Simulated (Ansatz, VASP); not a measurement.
K2TlPbF6: VASP beside Ansatz

File INCAR:

```
ALGO = Normal
EDIFF = 1E-6
ENCUT = 520
GGA = PE
ISIF = 2
ISMEAR = -1
LASPH = T
LCHARG = F
LREAL = F
LWAVE = F
NBANDS = 54
NELM = 100
PREC = Accurate
SIGMA = 0.1
```

File KPOINTS:

```
k-points
0
Gamma
  4 4 4
```

Contents of POSCAR:

```
K2TlPbF6
1.0
    0.0000000000      4.7293460000      4.7293460000
    4.7293460000      0.0000000000      4.7293460000
    4.7293460000      4.7293460000      0.0000000000
Tl K F Pb
1 2 6 1
Direct
    0.5000000000      0.5000000000      0.5000000000
    0.2500000000      0.2500000000      0.2500000000
    0.7500000000      0.7500000000      0.7500000000
    0.7700000000      0.2300000000      0.2300000000
    0.2300000000      0.7700000000      0.2300000000
    0.2300000000      0.7700000000      0.7700000000
    0.7700000000      0.2300000000      0.7700000000
    0.2300000000      0.2300000000      0.7700000000
    0.7700000000      0.7700000000      0.2300000000
    0.0000000000      0.0000000000      0.0000000000
```

Input for Ansatz:

```yaml
crystal:
  lattice:
    - [0.0, 4.729346, 4.729346]
    - [4.729346, 0.0, 4.729346]
    - [4.729346, 4.729346, 0.0]
  atoms:
    - { symbol: Tl, position: [0.5, 0.5, 0.5] }
    - { symbol: K, position: [0.25, 0.25, 0.25] }
    - { symbol: K, position: [0.75, 0.75, 0.75] }
    - { symbol: F, position: [0.77, 0.23, 0.23] }
    - { symbol: F, position: [0.23, 0.77, 0.23] }
    - { symbol: F, position: [0.23, 0.77, 0.77] }
    - { symbol: F, position: [0.77, 0.23, 0.77] }
    - { symbol: F, position: [0.23, 0.23, 0.77] }
    - { symbol: F, position: [0.77, 0.77, 0.23] }
    - { symbol: Pb, position: [0.0, 0.0, 0.0] }
  symmetry: { tolerance: 0.0003 }
kpoints:
  mp_grid: { grid: [4, 4, 4], shift: [0, 0, 0] }
magnetization:
  spin_polarized: false
scf:
  occupations: { method: fermi_dirac }
  n_extra_bands: 4
hamiltonian:
  pseudopotentials: { kind: paw }
  xc: pbe
basis:
  ecutwfc: 420
  ecutrho_ratio: 12
output:
  forces: true
  stress: true
  eigenvalues: true
```

Alike in both runs: task single point; functional PBE; k mesh 4 × 4 × 4; no spin polarisation.

|  | VASP | Ansatz |
| --- | --- | --- |
| version | VASP 6.6.1 | Ansatz 0.2.0 |
| potentials or method | VASP PAW PBE potentials, release 64 (Tl_d, K_sv, F, Pb_d), cutoff 520 eV | PAW plane waves |
| occupations | fermi-dirac, width 0.1 eV | fermi-dirac |
| valence electrons in the cell | 87 | 87 |

```tsv
	VASP	Ansatz	Ansatz less VASP
gap on the k mesh at the Fermi level (eV)	none	none	-
pressure (GPa)	4.1	4.1	+0.06
rms of the force components (eV/Å)	0.468	0.449	-0.0189
```

Atom by atom the forces differ by 0.019 eV/Å (rms over components). A gap of «none» marks a metal or a gap that the smearing closes.

Spin-orbit coupling is off throughout.
